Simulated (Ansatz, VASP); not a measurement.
**One calculation of RbAl2, two programs**

Contents of INCAR:

```
ALGO = Normal
EDIFF = 1E-6
ENCUT = 520
GGA = PE
ISIF = 2
ISMEAR = 0
LASPH = T
LCHARG = T
LELF = T
LREAL = F
LVHAR = T
LWAVE = F
NBANDS = 24
NELM = 80
PREC = Accurate
SIGMA = 0.1
```

Contents of KPOINTS:

```
k-points
0
Gamma
  4 4 4
```

The input POSCAR:

```
RbAl2
1.0
    0.0000000000      4.0891165500      4.0891165500
    4.0891165500      0.0000000000      4.0891165500
    4.0891165500      4.0891165500      0.0000000000
Rb Al
2 4
Direct
    0.5000000000      0.5000000000      0.5000000000
    0.7500000000      0.7500000000      0.7500000000
    0.1250000000      0.1250000000      0.1250000000
    0.6250000000      0.1250000000      0.1250000000
    0.1250000000      0.1250000000      0.6250000000
    0.1250000000      0.6250000000      0.1250000000
```

Input for Ansatz:

```yaml
crystal:
  lattice:
    - [0.0, 4.08911655, 4.08911655]
    - [4.08911655, 0.0, 4.08911655]
    - [4.08911655, 4.08911655, 0.0]
  atoms:
    - { symbol: Rb, position: [0.5, 0.5, 0.5] }
    - { symbol: Rb, position: [0.75, 0.75, 0.75] }
    - { symbol: Al, position: [0.125, 0.125, 0.125] }
    - { symbol: Al, position: [0.625, 0.125, 0.125] }
    - { symbol: Al, position: [0.125, 0.125, 0.625] }
    - { symbol: Al, position: [0.125, 0.625, 0.125] }
basis:
  ecutwfc: 420
kpoints:
  mp_grid: { grid: [4, 4, 4] }
hamiltonian:
  xc: pbe
scf:
  occupations: { method: gaussian, width: 0.1 }
  lower_state_search: "off"
output:
  forces: true
  stress: true
  eigenvalues: true
```

Change from the starting cell: species swapped into the PrPt2 type (Fd-3m, No. 227).

Alike in both runs: task single point; functional PBE; k mesh 4 × 4 × 4; occupations gaussian, width 0.1 eV; no spin polarisation.

|  | VASP | Ansatz |
| --- | --- | --- |
| version | VASP 6.6.1 | Ansatz 0.2.0 |
| potentials or method | VASP PAW PBE potentials, release 64 (Rb_sv, Al), cutoff 520 eV | scalar-relativistic, plane waves, PAW |
| valence electrons in the cell | 30 | 30 |

```csv
,VASP,Ansatz,Ansatz less VASP
gap on the k mesh at the Fermi level (eV),none,none,-
pressure (GPa),6.8,6.7,-0.05
```

A gap of «none» marks a metal or a gap that the smearing closes. With one functional, cell and mesh, what is left measures potentials, basis and numerics.
